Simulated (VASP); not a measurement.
BaO: G0W0 quasiparticle levels with LDA

The system is BaO.

```
Ba O
1.0
     0.00000    2.77194    2.77194
     2.77194    0.00000    2.77194
     2.77194    2.77194    0.00000
Ba O
1 1
Direct
  0.00000 0.00000 0.00000
  0.50000 0.50000 0.50000
```

```
Program                         : VASP 6.6.1
Task                            : G0W0 quasiparticle levels
Functional                      : LDA
Potentials or basis             : VASP PAW LDA potentials, release 64 (Ba_sv_GW, O_GW)
Cutoff                          : 500 eV
k mesh                          : 4 × 4 × 4
Occupations                     : gaussian, width 0.01 eV
Spin                            : no spin polarisation
Dipole correction               : no
GW scheme                       : G0W0
GW iterations                   : 1
Cutoff of the response function : 60
Frequency points                : 48
Empty bands                     : 30
Further INCAR settings          : ALGO = EVGW0; EDIFF = 1e-08; NBANDS = 38
```

```
Band gap on the k mesh, mean-field level : 1.90 eV, direct
Quasiparticle gap                        : 3.22 eV
Least direct quasiparticle gap           : 3.22 eV
```

Levels at points of the mesh, in eV from the valence-band top:
```tsv
k point	band 6	band 7	band 8	band 9	band 10	band 11
(0.00, 0.00, 0.00)	-0.46	-0.46	-0.46	3.36	4.67	4.67
(0.50, 0.00, 0.00)	-2.05	-1.50	-1.50	4.86	7.18	7.18
(0.50, 0.50, 0.00)	-0.23	-0.23	0.00	1.90	5.98	8.22
```

It took 44 s on 1 thread of Intel(R) Xeon(R) 6975P-C (Granite Rapids), with other jobs on the host, peak memory 0.39 GiB.

Caveat: the k points lie up to 0.49 Å⁻¹ apart; bands, screening cutoff and mesh are small and nothing is extrapolated, so the quasiparticle values aren't converged; spin-orbit coupling is left out, which moves the levels of the heavy elements. A k mesh can miss the band edges.
